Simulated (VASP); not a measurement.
# KCl (P-1) in VASP: single point with PBEsol

Aim: the single point of KCl with PBEsol.

Everything below comes from runs of VASP 6.6.1. Logs are shortened: lines on timing, memory, paths and dates and some standing lists are left out, and cuts for length are marked.

**1. The cell of the first run**

The typed cell holds 4 atoms: a = 4.413 Å, b = 4.413 Å, c = 7.644 Å, α = 73.22°, β = 73.22°, γ = 60.00°.

**2. Single point, PBEsol (atoms displaced along a vibrational mode)**

The input, INCAR:

```
ALGO = Normal ; EDIFF = 1E-6
ENCUT = 520 ; GGA = PS
ISIF = 2 ; ISMEAR = 0
LASPH = True ; LCHARG = False
LREAL = False ; LWAVE = False
NBANDS = 24 ; NELM = 100
PREC = Accurate ; SIGMA = 0.05
```

The input, KPOINTS:

```
k-points
0
Gamma
  6 6 6
```

The input, POSCAR:

```
KCl
1.0
    0.0000000000     -3.1207041401     -3.1207041401
   -3.1207041401      0.0000000000     -3.1207041401
    3.1207041401      3.1207041401     -6.2414082803
K Cl
2 2
Direct
    0.5000000000      0.5000000000      0.5000000000
    0.0000000000      1.0000000000      0.0000000000
    0.7719923714      0.7599057454      0.7500000000
    0.2280076286      0.2400942546      0.2500000000
```

Potentials or basis: VASP PAW PBE potentials, release 64 (K_sv, Cl).

The run is started by

```console
> cat potpaw_PBE.64/K_sv/POTCAR potpaw_PBE.64/Cl/POTCAR > POTCAR
> mpirun -np 1 vasp_std > vasp.out
```

OUTCAR:

```text
EDIFF = 1E-6
   ENCUT = 520
   GGA = PS
   ISIF = 2
   ISMEAR = 0
   LASPH = True
   LREAL = False
   NELM = 100
   PREC = Accurate

 ion  position               nearest neighbor table
   1  0.500  0.500  0.500-   4 3.05   3 3.05   3 3.09   4 3.09   3 3.22   4 3.22
   2  0.000  0.000  0.000-   3 3.02   4 3.02   3 3.15   4 3.15   3 3.19   4 3.19
   3  0.772  0.760  0.750-   2 3.02   1 3.05   1 3.09   2 3.15   2 3.19   1 3.22
   4  0.228  0.240  0.250-   2 3.02   1 3.05   1 3.09   2 3.15   2 3.19   1 3.22

  LATTYP: Found a trigonal (rhomboedric) cell.
 ALAT       =     7.6441327815
 COS(alpha) =     0.8333333333

  Lattice vectors:

 A1 = (   3.1207041401,   6.2414082802,  -3.1207041402)
 A2 = (   6.2414082802,   3.1207041401,  -3.1207041402)
 A3 = (   3.1207041401,   3.1207041401,  -6.2414082803)

Analysis of symmetry for initial positions (statically):
=====================================================================
 Subroutine PRICEL returns:
 Original cell was already a primitive cell.

 Routine SETGRP: Setting up the symmetry group for a
 trigonal (rhombohedral) supercell.

 Subroutine GETGRP returns: Found  2 space group operations
 (whereof  2 operations were pure point group operations)
 out of a pool of 12 trial point group operations.

The static configuration has the point symmetry S_2 .

Analysis of symmetry for dynamics (positions and initial velocities):
=====================================================================
 Subroutine PRICEL returns:
 Original cell was already a primitive cell.

 Routine SETGRP: Setting up the symmetry group for a
 trigonal (rhombohedral) supercell.

 Subroutine GETGRP returns: Found  2 space group operations
 (whereof  2 operations were pure point group operations)
 out of a pool of 12 trial point group operations.

The dynamic configuration has the point symmetry S_2 .

 Subroutine INISYM returns: Found  2 space group operations
 (whereof  2 operations are pure point group operations),
 and found     1 'primitive' translations

----------------------------------------------------------------------------------------

                                     Primitive cell

  volume of cell :     121.5676

  direct lattice vectors                    reciprocal lattice vectors
     0.000000000 -3.120704140 -3.120704140     0.080110125 -0.240330376 -0.080110125
    -3.120704140  0.000000000 -3.120704140    -0.240330376  0.080110125 -0.080110125
     3.120704140  3.120704140 -6.241408280     0.080110125  0.080110125 -0.080110125

  length of vectors
     4.413342119  4.413342119  7.644132782     0.265695228  0.265695228  0.138754807

  position of ions in fractional coordinates (direct lattice)
     0.500000000  0.500000000  0.500000000
     0.000000000  0.000000000  0.000000000
     0.771992371  0.759905745  0.750000000
     0.228007629  0.240094255  0.250000000

  ion indices of the primitive-cell ions
   primitive index   ion index
                 1           1
                 2           2
                 3           3
                 4           4

----------------------------------------------------------------------------------------

 KPOINTS: k-points

Automatic generation of k-mesh.
 Grid dimensions read from file:
 generate k-points for:    6    6    6

 Generating k-lattice:

  Cartesian coordinates                     Fractional coordinates (reciprocal lattice)
     0.013351688 -0.040055063 -0.013351688     0.166666667  0.000000000  0.000000000
    -0.040055063  0.013351688 -0.013351688     0.000000000  0.166666667  0.000000000
     0.013351688  0.013351688 -0.013351688     0.000000000  0.000000000  0.166666667

  Length of vectors
     0.044282538  0.044282538  0.023125801

  Shift w.r.t. Gamma in fractional coordinates (k-lattice)
     0.000000000  0.000000000  0.000000000

 Subroutine IBZKPT returns following result:
 ===========================================

 Found    112 irreducible k-points:

 Following reciprocal coordinates:
            Coordinates               Weight
  0.000000  0.000000  0.000000      1.000000
  0.166667  0.000000  0.000000      2.000000
  0.000000  0.166667  0.000000      2.000000
 -0.166667 -0.166667 -0.166667      2.000000
  0.333333  0.000000  0.000000      2.000000
  0.000000  0.333333  0.000000      2.000000
[... 16 lines left out ...]
 -0.166667  0.500000  0.000000      2.000000
 -0.333333  0.500000  0.500000      2.000000
 [... further k-points ...]
   k-points           NKPTS =    112   k-points in BZ     NKDIM =    112   number of bands    NBANDS=     24
   number of dos      NEDOS =    301   number of ions     NIONS =      4
   total plane-waves  NPLWV =  77760
   dimension x,y,z NGX =    36 NGY =   36 NGZ =   60
   dimension x,y,z NGXF=    72 NGYF=   72 NGZF=  120
   ions per type =               2   2
   NGX,Y,Z   is equivalent  to a cutoff of  13.56, 13.56, 13.05 a.u.
   NGXF,Y,Z  is equivalent  to a cutoff of  27.12, 27.12, 26.10 a.u.
 SYSTEM =  unknown system
   PREC   = accura    normal or accurate (medium, high low for compatibility)
   ISTART =      0    job   : 0-new  1-cont  2-samecut
   ICHARG =      2    charge: 1-file 2-atom 10-const
   ISPIN  =      1    spin polarized calculation?
   LNONCOLLINEAR =      F non collinear calculations
   LSORBIT =      F    spin-orbit coupling
   LASPH  =      T    aspherical Exc in radial PAW
   ENCUT  =  520.0 eV  38.22 Ry    6.18 a.u.   8.21  8.21 14.21*2*pi/ulx,y,z
   NELM   =    100;   NELMIN=  2; NELMDL= -5     # of ELM steps
   EDIFF  = 0.1E-05   stopping-criterion for ELM
   LREAL  =      F    real-space projection
   EDIFFG = 0.1E-04   stopping-criterion for IOM
   NSW    =      0    number of steps for IOM
   IBRION =     -1    ionic relax: 0-MD 1-quasi-New 2-CG
   NFREE  =      0    steps in history (QN), initial steepest desc. (CG)
   ISIF   =      2    stress and relaxation
   ISYM   =      2    0-nonsym 1-usesym 2-fastsym
   POTIM  = 0.5000    time-step for ionic-motion
   TEBEG  =    0.0;   TEEND  =   0.0 temperature during run
   PSTRESS=    0.0 pullay stress
   NELECT =      32.0000    total number of electrons
   NUPDOWN=      -1.0000    fix difference up-down
   EMIN   =  10.00;   EMAX   =-10.00  energy-range for DOS
   EFERMI =   0.00;   METHOD = LEGACY
   ISMEAR =     0;   SIGMA  =   0.05  broadening in eV -4-tet -1-fermi 0-gaus
   EFERMI_NEDOS =   21; number of points for ismear=-14 and -15
   IALGO  =     38    algorithm
   IMIX   =      4    mixing-type and parameters
     AMIX     =   0.40;   BMIX     =  1.00
     AMIX_MAG =   1.60;   BMIX_MAG =  1.00
  volume/ion in A,a.u.               =      30.39       205.09
  Fermi-wavevector in a.u.,A,eV,Ry     =   1.049185  1.982673 14.977157  1.100790
  Thomas-Fermi vector in A             =   2.184138
   LORBIT       =      0    0 simple, 1 ext, 2 COOP (PROOUT), +10 PAW based schemes
   GGA     = PS    functional components
   LHFCALC =     F    Hartree Fock is set to
   AEXX    =    0.0000 exact exchange contribution
   IVDW    =     0    specifies the selected vdW correction
   LEPSILON=     F    determine dielectric tensor
   LRPA    =     F    only Hartree local field effects (RPA)
 non-spin polarized calculation
 Gauss-broadening in eV      SIGMA  =   0.05
  energy-cutoff  :      520.00
  volume of cell :      121.57
 maximum number of plane-waves:      3292
 NGX is ok and might be reduce to    36
   NGX = 17   NGY = 17   NGZ = 29

 number of electron      32.0000003 magnetization

 Free energy of the ion-electron system (eV)
  ---------------------------------------------------
  ext. energy  EPLUGINS =         0.00000000
  ---------------------------------------------------
  free energy    TOTEN  =       -14.02172196 eV

  energy without entropy =      -14.02172196  energy(sigma->0) =      -14.02172196

 E-fermi :  -1.4819     XC(G=0):  -7.8240

 val. band max:       -1.7976710751   @ k =   0.0000   0.0000   0.0000
 cond. band min:       3.2893407910   @ k =   0.0000   0.0000   0.0000
 fundamental gap:      5.0870118661
 Fermi energy:        -1.4819260996

 k-point     1 :       0.0000    0.0000    0.0000
  band No.  band energies     occupation
      1     -28.7878      2.00000
      2     -28.7751      2.00000
      3     -14.1282      2.00000
      4     -13.9279      2.00000
      5     -12.3295      2.00000
      6     -12.3274      2.00000
[... 16 lines left out ...]
     23       7.3916      0.00000
     24       7.5374      0.00000

 k-point     2 :       0.1667    0.0000    0.0000
  band No.  band energies     occupation
      1     -28.7849      2.00000
      2     -28.7740      2.00000
      3     -14.0721      2.00000
      4     -13.9711      2.00000
      5     -12.3672      2.00000
      6     -12.3361      2.00000
[... 16 lines left out ...]
     23       7.6262      0.00000
     24       7.8937      0.00000

 k-point     3 :       0.0000    0.1667    0.0000
  band No.  band energies     occupation
      1     -28.7849      2.00000
      2     -28.7740      2.00000
      3     -14.0717      2.00000
      4     -13.9718      2.00000
      5     -12.3663      2.00000
      6     -12.3367      2.00000
[... 16 lines left out ...]
     23       7.6479      0.00000
     24       7.8848      0.00000

 k-point     4 :      -0.1667   -0.1667   -0.1667
  band No.  band energies     occupation
      1     -28.7849      2.00000
      2     -28.7740      2.00000
      3     -14.0727      2.00000
      4     -13.9700      2.00000
      5     -12.3684      2.00000
      6     -12.3350      2.00000
[... 16 lines left out ...]
     23       7.6035      0.00000
     24       7.9014      0.00000

 k-point     5 :       0.3333    0.0000    0.0000
  band No.  band energies     occupation
      1     -28.7784      2.00000
      2     -28.7723      2.00000
      3     -14.0200      2.00000
      4     -13.9803      2.00000
      5     -12.4318      2.00000
      6     -12.3514      2.00000
[... 451 lines left out ...]
 k-point    22 :      -0.1667    0.3333   -0.1667
  band No.  band energies     occupation
      1     -28.7744      2.00000
      2     -28.7723      2.00000
      3     -14.0103      2.00000
      4     -13.9669      2.00000
      5     -12.4050      2.00000
      6     -12.3963      2.00000
[... 16 lines left out ...]
     23       8.1972      0.00000
     24       8.7644      0.00000

 k-point    23 :      -0.1667    0.5000    0.0000
  band No.  band energies     occupation
      1     -28.7744      2.00000
      2     -28.7722      2.00000
      3     -13.9996      2.00000
      4     -13.9775      2.00000
      5     -12.4060      2.00000
      6     -12.3942      2.00000
[... 16 lines left out ...]
     23       8.2279      0.00000
     24       8.7711      0.00000

 k-point    24 :      -0.3333    0.5000    0.5000
  band No.  band energies     occupation
      1     -28.7744      2.00000
      2     -28.7722      2.00000
      3     -14.0140      2.00000
      4     -13.9612      2.00000
      5     -12.4053      2.00000
      6     -12.3899      2.00000
[... 16 lines left out ...]
     23       8.2552      0.00000
     24       8.7710      0.00000

 [... further k-points ...]
[... 5 lines left out ...]
  --------------------------------------------------------------------------------------
  -------------------------------------------------------------------------------------
  Total        0.0529606      0.1311590      0.2412084     -0.0045343     -0.0423951     -0.0223646
  in kB        0.6979847      1.7285851      3.1789615     -0.0597587     -0.5587377     -0.2947501
  external PRESSURE =       1.8685104 kB  Pullay stress =       0.0000000 kB

 VOLUME and BASIS-vectors are now :
 -----------------------------------------------------------------------------
  energy-cutoff  :      520.00
  volume of cell :      121.57
      direct lattice vectors                 reciprocal lattice vectors
     0.000000000 -3.120704140 -3.120704140     0.080110125 -0.240330376 -0.080110125
    -3.120704140  0.000000000 -3.120704140    -0.240330376  0.080110125 -0.080110125
     3.120704140  3.120704140 -6.241408280     0.080110125  0.080110125 -0.080110125

 POSITION                                       TOTAL-FORCE (eV/Angst)
 -----------------------------------------------------------------------------------
      0.00000      0.00000     -6.24141         0.000000     -0.000000     -0.000000
      0.00000      0.00000      0.00000        -0.000000     -0.000000      0.000000
     -0.03091     -0.06863     -9.46166         0.047640      0.107599      0.159755
      0.03091      0.06863     -3.02116        -0.047640     -0.107599     -0.159755
 -----------------------------------------------------------------------------------
    total drift:                                0.000000      0.000000     -0.000000

  FREE ENERGIE OF THE ION-ELECTRON SYSTEM (eV)
  ---------------------------------------------------
  free  energy   TOTEN  =       -14.0217219630 eV

  energy  without entropy=      -14.0217219630  energy(sigma->0) =      -14.02172196
```

Run time: 3.7 min. Hardware: 1 thread of Intel Xeon Platinum 8488C (Sapphire Rapids), shared host; peak memory 0.44 GiB.

What came out:

```
Free energy            : -14.0217 eV
Pressure               : 0.2 GPa
Largest force          : 0.198 eV/Å
Band gap on the k mesh : 5.09 eV
```

Forces in eV/Å, atoms in the order of the input:
```
K    0.000  0.000  0.000
K    0.000  0.000  0.000
Cl   0.048  0.108  0.160
Cl  -0.048 -0.108 -0.160
```

Caveat: the cell differs from its parent crystal (atoms displaced along a vibrational mode); the PAW data sets were made with another functional, which shifts forces and pressure a little. A k mesh can miss the band edges.
